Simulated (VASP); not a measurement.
Input of a VASP 6.6.1 run:

INCAR

```
SYSTEM = Se
  PREC = Accurate
  ENCUT = 520
  EDIFF = 1E-6
  ISMEAR = 0
  SIGMA = 0.02
  LREAL = .FALSE.
  LASPH = .TRUE.
  NELM = 100
  ALGO = Normal
  ISIF = 2
  LWAVE = .FALSE.
  LCHARG = .FALSE.
  NBANDS = 16
```

KPOINTS

```
Automatic mesh
0
G
  9 9 6
  0 0 0
```

Contents of POSCAR:

```
Se
1.0
    4.5056505517      0.0000000000      0.0000000000
   -2.2528252759      3.9020078384      0.0000000000
    0.0000000000      0.0000000000      4.9892844630
Se
3
Direct
    0.2184717602      0.0000000000      0.3333333333
    0.0000000000      0.2184717602      0.6666666667
    0.7815282398      0.7815282398      0.0000000000
```

Potentials or basis: VASP PAW LDA potentials, release 64 (Se).

The run is started by

```sh
$ cat potpaw_LDA.64/Se/POTCAR > POTCAR
$ mpirun -np 1 vasp_std > vasp.out
```

Problem. What does it give for the band gap on the k mesh?

Solution. 0.99 eV (least direct gap 1.21 eV).

Problem. Predict the pressure.

Solution. -2.3 GPa.

Stress tensor (GPa, compression positive):
```
-2.48  0.00  0.00
 0.00 -2.48  0.00
 0.00  0.00 -2.01
```

Caveat: the cell differs from its parent crystal (strained cell); an odd mesh through Γ misses points on the zone boundary, where band edges can lie.
